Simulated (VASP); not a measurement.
# Li in VASP: single point with PBE+D3(BJ)

Aim: the single point of Li with PBE+D3(BJ).

All numbers are computed with VASP 6.6.1; they aren't measurements. Logs are shortened: lines on timing, memory, paths and dates and some standing lists are left out, and cuts for length are marked.

### 1 The cell of the first run

The cell holds a slab with vacuum, 12 atoms: a = 5.759 Å, b = 5.759 Å, c = 22.702 Å, α = 90.00°, β = 90.00°, γ = 109.47°.

### 2 Single point, PBE+D3(BJ)

INCAR

```
SYSTEM = Li
PREC = Accurate
ENCUT = 520
EDIFF = 1E-6
ISMEAR = 0
SIGMA = 0.1
LREAL = .False.
LASPH = .True.
NELM = 100
ALGO = Normal
ISIF = 2
LWAVE = .False.
LCHARG = .False.
LDIPOL = .True.
IDIPOL = 3
DIPOL = 0.5 0.5 0.455
GGA = PE
IVDW = 12
NBANDS = 30
```

KPOINTS

```
Automatic mesh
0
Gamma
  4 4 1
  0 0 0
```

POSCAR

```
Li
1.0
    5.7591582653      0.0000000000      0.0000000000
   -1.9197194218      5.4297864845      0.0000000000
    0.0000000000      0.0000000000     22.7023330327
Li
12
Direct
    0.2500000000      0.2500000000      0.3523866903
    0.2500000000      0.7500000000      0.3523866903
    0.7500000000      0.2500000000      0.3523866903
    0.7500000000      0.7500000000      0.3523866903
    0.5084575209      0.4565586391      0.4577314194
    0.5599252735     -0.0406890295      0.4577224931
    0.0115505509      0.4524149629      0.4497577760
    0.0571241939     -0.0333849064      0.4496859463
    0.8158514183      0.7183138926      0.5548187147
    0.8066038429      0.2578462729      0.5635655990
    0.2495215329      0.7013951935      0.5550521540
    0.2573372778      0.1616369363      0.5634987034
```

Potentials or basis: VASP PAW PBE potentials, release 64 (Li_sv).

Launch:

```sh
> cat potpaw_PBE.64/Li_sv/POTCAR > POTCAR
> mpirun -np 1 vasp_std > vasp.out
```

OUTCAR:

```text
SYSTEM = Li
   PREC = Accurate
   ENCUT = 520
   EDIFF = 1E-6
   ISMEAR = 0
   LREAL = .False.
   LASPH = .True.
   NELM = 100
   ISIF = 2
   GGA = PE
   IVDW = 12
 IVDW          = 12

 ion  position               nearest neighbor table
   1  0.250  0.250  0.352-
   2  0.250  0.750  0.352-
   3  0.750  0.250  0.352-
   4  0.750  0.750  0.352-
   5  0.508  0.457  0.458-
   6  0.560  0.959  0.458-
   7  0.012  0.452  0.450-
   8  0.057  0.967  0.450-
   9  0.816  0.718  0.555-  11 2.53
  10  0.807  0.258  0.564-
  11  0.250  0.701  0.555-   9 2.53
  12  0.257  0.162  0.563-

  LATTYP: Found a base centered orthorhombic cell.
 ALAT       =     6.6501031496
 B/A-ratio  =     1.4142135624
 C/A-ratio  =     3.4138317139

  Lattice vectors:

 A1 = (   5.7591582653,   0.0000000000,   0.0000000000)
 A2 = (  -1.9197194218,   5.4297864845,   0.0000000000)
 A3 = (   0.0000000000,   0.0000000000,  22.7023330327)

Analysis of symmetry for initial positions (statically):
=====================================================================
 Subroutine PRICEL returns:
 Original cell was already a primitive cell.

 Routine SETGRP: Setting up the symmetry group for a
 base centered orthorhombic supercell.

 Subroutine GETGRP returns: Found  1 space group operations
 (whereof  1 operations were pure point group operations)
 out of a pool of  8 trial point group operations.

The static configuration has the point symmetry C_1 .

Analysis of symmetry for dynamics (positions and initial velocities):
=====================================================================
 Subroutine PRICEL returns:
 Original cell was already a primitive cell.

 Routine SETGRP: Setting up the symmetry group for a
 base centered orthorhombic supercell.

 Subroutine GETGRP returns: Found  1 space group operations
 (whereof  1 operations were pure point group operations)
 out of a pool of  8 trial point group operations.

The dynamic configuration has the point symmetry C_1 .

 Subroutine INISYM returns: Found  1 space group operations
 (whereof  1 operations are pure point group operations),
 and found     1 'primitive' translations

----------------------------------------------------------------------------------------

                                     Primitive cell

  volume of cell :     709.9246

  direct lattice vectors                    reciprocal lattice vectors
     5.759158265  0.000000000  0.000000000     0.173636485  0.061389768  0.000000000
    -1.919719422  5.429786485  0.000000000     0.000000000  0.184169304  0.000000000
     0.000000000  0.000000000 22.702333033     0.000000000  0.000000000  0.044048336

  length of vectors
     5.759158265  5.759158265 22.702333033     0.184169304  0.184169304  0.044048336

  position of ions in fractional coordinates (direct lattice)
     0.250000000  0.250000000  0.352386690
     0.250000000  0.750000000  0.352386690
     0.750000000  0.250000000  0.352386690
     0.750000000  0.750000000  0.352386690
     0.508457521  0.456558639  0.457731419
     0.559925273  0.959310970  0.457722493
     0.011550551  0.452414963  0.449757776
     0.057124194  0.966615094  0.449685946
     0.815851418  0.718313893  0.554818715
     0.806603843  0.257846273  0.563565599
     0.249521533  0.701395193  0.555052154
     0.257337278  0.161636936  0.563498703

  ion indices of the primitive-cell ions
   primitive index   ion index
                 1           1
                 2           2
                 3           3
                 4           4
                 5           5
                 6           6
                 7           7
                 8           8
                 9           9
                10          10
                11          11
                12          12

----------------------------------------------------------------------------------------

 KPOINTS: Automatic mesh

Automatic generation of k-mesh.
 Grid dimensions read from file:
 generate k-points for:    4    4    1

 Generating k-lattice:

  Cartesian coordinates                     Fractional coordinates (reciprocal lattice)
     0.043409121  0.015347442  0.000000000     0.250000000  0.000000000  0.000000000
     0.000000000  0.046042326  0.000000000     0.000000000  0.250000000  0.000000000
     0.000000000  0.000000000  0.044048336     0.000000000  0.000000000  1.000000000

  Length of vectors
     0.046042326  0.046042326  0.044048336

  Shift w.r.t. Gamma in fractional coordinates (k-lattice)
     0.000000000  0.000000000  0.000000000

 Subroutine IBZKPT returns following result:
 ===========================================

 Found     10 irreducible k-points:

 Following reciprocal coordinates:
            Coordinates               Weight
  0.000000  0.000000  0.000000      1.000000
  0.250000  0.000000  0.000000      2.000000
  0.000000  0.250000  0.000000      2.000000
  0.500000  0.000000  0.000000      1.000000
  0.000000  0.500000  0.000000      1.000000
  0.250000  0.250000  0.000000      2.000000
  0.500000  0.250000  0.000000      2.000000
  0.250000  0.500000  0.000000      2.000000
 -0.250000  0.250000  0.000000      2.000000
  0.500000  0.500000  0.000000      1.000000
   k-points           NKPTS =     10   k-points in BZ     NKDIM =     10   number of bands    NBANDS=     30
   number of dos      NEDOS =    301   number of ions     NIONS =     12
   total plane-waves  NPLWV = 414720
   dimension x,y,z NGX =    48 NGY =   48 NGZ =  180
   dimension x,y,z NGXF=    96 NGYF=   96 NGZF=  360
   ions per type =              12
   NGX,Y,Z   is equivalent  to a cutoff of  13.86, 13.86, 13.18 a.u.
   NGXF,Y,Z  is equivalent  to a cutoff of  27.71, 27.71, 26.36 a.u.
 SYSTEM =  Li
   PREC   = accura    normal or accurate (medium, high low for compatibility)
   ISTART =      0    job   : 0-new  1-cont  2-samecut
   ICHARG =      2    charge: 1-file 2-atom 10-const
   ISPIN  =      1    spin polarized calculation?
   LNONCOLLINEAR =      F non collinear calculations
   LSORBIT =      F    spin-orbit coupling
   LASPH  =      T    aspherical Exc in radial PAW
   ENCUT  =  520.0 eV  38.22 Ry    6.18 a.u.  10.71 10.71 42.21*2*pi/ulx,y,z
   NELM   =    100;   NELMIN=  2; NELMDL= -5     # of ELM steps
   EDIFF  = 0.1E-05   stopping-criterion for ELM
   LREAL  =      F    real-space projection
   EDIFFG = 0.1E-04   stopping-criterion for IOM
   NSW    =      0    number of steps for IOM
   IBRION =     -1    ionic relax: 0-MD 1-quasi-New 2-CG
   NFREE  =      0    steps in history (QN), initial steepest desc. (CG)
   ISIF   =      2    stress and relaxation
   ISYM   =      2    0-nonsym 1-usesym 2-fastsym
   POTIM  = 0.5000    time-step for ionic-motion
   TEBEG  =    0.0;   TEEND  =   0.0 temperature during run
   PSTRESS=    0.0 pullay stress
   NELECT =      36.0000    total number of electrons
   NUPDOWN=      -1.0000    fix difference up-down
   EMIN   =  10.00;   EMAX   =-10.00  energy-range for DOS
   EFERMI =   0.00;   METHOD = LEGACY
   ISMEAR =     0;   SIGMA  =   0.10  broadening in eV -4-tet -1-fermi 0-gaus
   EFERMI_NEDOS =   21; number of points for ismear=-14 and -15
   IALGO  =     38    algorithm
   IMIX   =      4    mixing-type and parameters
     AMIX     =   0.40;   BMIX     =  1.00
     AMIX_MAG =   1.60;   BMIX_MAG =  1.00
  volume/ion in A,a.u.               =      59.16       399.23
  Fermi-wavevector in a.u.,A,eV,Ry     =   0.605952  1.145083  4.995758  0.367178
  Thomas-Fermi vector in A             =   1.659866
   LORBIT       =      0    0 simple, 1 ext, 2 COOP (PROOUT), +10 PAW based schemes
   GGA     = PE    functional components
   LHFCALC =     F    Hartree Fock is set to
   AEXX    =    0.0000 exact exchange contribution
   IVDW    =    12    specifies the selected vdW correction
   LEPSILON=     F    determine dielectric tensor
   LRPA    =     F    only Hartree local field effects (RPA)
 non-spin polarized calculation
 Gauss-broadening in eV      SIGMA  =   0.10
  energy-cutoff  :      520.00
  volume of cell :      709.92
 maximum number of plane-waves:     19161
 NGX is ok and might be reduce to    48
   NGX = 21   NGY = 21   NGZ = 85

 dipolmoment           0.000000      0.000000     -0.034127 electrons x Angstroem

 number of electron      36.0000024 magnetization

 dipolmoment           0.000000      0.000000      0.014007 electrons x Angstroem

 Free energy of the ion-electron system (eV)
  ---------------------------------------------------
  ext. energy  EPLUGINS =         0.00000000
  ---------------------------------------------------
  free energy    TOTEN  =       -20.42145265 eV

  energy without entropy =      -20.39806609  energy(sigma->0) =      -20.40975937

 E-fermi :  -1.8597     XC(G=0):  -3.0366

 val. band max:       -1.8845166915   @ k =   0.5000   0.0000   0.0000
 cond. band min:      -1.8256944994   @ k =   0.5000   0.5000   0.0000
 fundamental gap:      0.0588221921
 Fermi energy:        -1.8596557438

 k-point     1 :       0.0000    0.0000    0.0000
  band No.  band energies     occupation
      1     -48.8525      2.00000
      2     -48.8416      2.00000
      3     -48.6990      2.00000
      4     -48.6877      2.00000
      5     -48.6859      2.00000
      6     -48.6817      2.00000
[... 22 lines left out ...]
     29       1.6201      0.00000
     30       1.8439      0.00000

 k-point     2 :       0.2500    0.0000    0.0000
  band No.  band energies     occupation
      1     -48.8512      2.00000
      2     -48.8429      2.00000
      3     -48.6970      2.00000
      4     -48.6875      2.00000
      5     -48.6870      2.00000
      6     -48.6811      2.00000
[... 22 lines left out ...]
     29       1.6530      0.00000
     30       1.8269      0.00000

 k-point     3 :       0.0000    0.2500    0.0000
  band No.  band energies     occupation
      1     -48.8522      2.00000
      2     -48.8417      2.00000
      3     -48.6974      2.00000
      4     -48.6879      2.00000
      5     -48.6855      2.00000
      6     -48.6830      2.00000
[... 22 lines left out ...]
     29       1.6507      0.00000
     30       1.7641      0.00000

 k-point     4 :       0.5000    0.0000    0.0000
  band No.  band energies     occupation
      1     -48.8491      2.00000
      2     -48.8450      2.00000
      3     -48.6932      2.00000
      4     -48.6911      2.00000
      5     -48.6862      2.00000
      6     -48.6801      2.00000
[... 22 lines left out ...]
     29       2.1365      0.00000
     30       2.1704      0.00000

 k-point     5 :       0.0000    0.5000    0.0000
  band No.  band energies     occupation
      1     -48.8519      2.00000
      2     -48.8419      2.00000
      3     -48.6953      2.00000
      4     -48.6880      2.00000
      5     -48.6862      2.00000
      6     -48.6835      2.00000
[... 22 lines left out ...]
     29       2.1384      0.00000
     30       2.1691      0.00000
[... 64 lines left out ...]
     29       1.7049      0.00000
     30       1.9773      0.00000

 k-point     8 :       0.2500    0.5000    0.0000
  band No.  band energies     occupation
      1     -48.8506      2.00000
      2     -48.8431      2.00000
      3     -48.6937      2.00000
      4     -48.6872      2.00000
      5     -48.6856      2.00000
      6     -48.6847      2.00000
[... 22 lines left out ...]
     29       1.7039      0.00000
     30       1.9715      0.00000

 k-point     9 :      -0.2500    0.2500    0.0000
  band No.  band energies     occupation
      1     -48.8510      2.00000
      2     -48.8429      2.00000
      3     -48.6959      2.00000
      4     -48.6871      2.00000
      5     -48.6863      2.00000
      6     -48.6824      2.00000
[... 22 lines left out ...]
     29       1.7545      0.00000
     30       1.9141      0.00000

 k-point    10 :       0.5000    0.5000    0.0000
  band No.  band energies     occupation
      1     -48.8485      2.00000
      2     -48.8452      2.00000
      3     -48.6897      2.00000
      4     -48.6895      2.00000
      5     -48.6865      2.00000
      6     -48.6835      2.00000
[... 22 lines left out ...]
     29       2.0101      0.00000
     30       2.0698      0.00000

------------------------ aborting loop because EDIFF is reached ----------------------------------------

 vacuum level on the upper side and lower side of the slab       (xc-potential included)        -0.058        -0.133

 Edisp (eV)   -1.55775

 E8    (eV) :    -0.6786

  FORCE on cell =-STRESS in cart. coord.  units (eV):
  Direction    XX          YY          ZZ          XY          YZ          ZX
  --------------------------------------------------------------------------------------
  -------------------------------------------------------------------------------------
  Total       1.56519     1.23001    -1.09202    -1.12502     0.03236     0.04294
  in kB       3.53237     2.77593    -2.46450    -2.53897     0.07302     0.09691
  external pressure =        1.28 kB  Pullay stress =        0.00 kB

 VOLUME and BASIS-vectors are now :
 -----------------------------------------------------------------------------
  energy-cutoff  :      520.00
  volume of cell :      709.92
      direct lattice vectors                 reciprocal lattice vectors
     5.759158265  0.000000000  0.000000000     0.173636485  0.061389768  0.000000000
    -1.919719422  5.429786485  0.000000000     0.000000000  0.184169304  0.000000000
     0.000000000  0.000000000 22.702333033     0.000000000  0.000000000  0.044048336

 POSITION                                       TOTAL-FORCE (eV/Angst)
 -----------------------------------------------------------------------------------
      0.95986      1.35745      8.00000         0.024434      0.032112     -0.064769
     -0.00000      4.07234      8.00000         0.043882      0.014668      0.029149
      3.83944      1.35745      8.00000        -0.056590     -0.035126     -0.020780
      2.87958      4.07234      8.00000        -0.035885     -0.018638      0.065852
      2.05182      2.47902     10.39157         0.047595     -0.072488      0.008009
      1.38309      5.20885     10.39137        -0.032098      0.074172      0.006617
     -0.80199      2.45652     10.21055        -0.016351      0.062941      0.161184
     -1.52664      5.24851     10.20892         0.031687     -0.064683      0.159609
      3.31966      3.90029     12.59568        -0.722320      0.236283     -0.058090
      4.15037      1.40005     12.79425        -0.088647     -0.431017     -0.112434
      0.09055      3.80843     12.60098         0.718760     -0.232019     -0.062786
      1.17175      0.87765     12.79274         0.085532      0.433795     -0.111562
 -----------------------------------------------------------------------------------
    total drift:                                0.000274     -0.000765      0.005653

  FREE ENERGIE OF THE ION-ELECTRON SYSTEM (eV)
  ---------------------------------------------------
  free  energy   TOTEN  =       -21.9792048092 eV

  energy  without entropy=      -21.9558182520  energy(sigma->0) =      -21.96751153

 vacuum level on the upper side and lower side of the slab         1.421         1.345
```

Run time: 4.2 min. Hardware: 1 thread of Intel Xeon 6975P-C (Granite Rapids), shared host; peak memory 0.77 GiB.

Results:

```yaml
Free_energy: -21.9792 eV
Largest_force: 0.762 eV/Å
Band_gap_on_the_k_mesh: zero (band 18 reaches -1.70 eV, above the bottom of band 19 at -1.97 eV)
Dispersion_energy_per_atom: -0.130 eV
```

Forces on the atoms (eV/Å):
```
Li   0.024  0.032 -0.065
Li   0.044  0.015  0.029
Li  -0.057 -0.035 -0.021
Li  -0.036 -0.019  0.066
Li   0.048 -0.072  0.008
Li  -0.032  0.074  0.007
Li  -0.016  0.063  0.161
Li   0.032 -0.065  0.160
Li  -0.722  0.236 -0.058
Li  -0.089 -0.431 -0.112
Li   0.719 -0.232 -0.063
Li   0.086  0.434 -0.112
```

Levels at points of the mesh, in eV from the Fermi level:
```
           k point  band 16  band 17  band 18  band 19  band 20  band 21
(0.00, 0.00, 0.00)    -0.09    -0.04     0.16     0.19     0.24     0.35
(0.50, 0.00, 0.00)    -1.41    -0.13    -0.02     0.10     0.30     0.83
(0.00, 0.50, 0.00)    -1.47    -0.20     0.05     0.16     0.26     0.83
(0.50, 0.50, 0.00)    -1.13    -0.93    -0.92     0.03     0.09     0.52
```

Caveat: the cutoff is under 1.25 times the usual one of these potentials, so pressure, stress and relaxed cells hold a basis-set (Pulay) error.
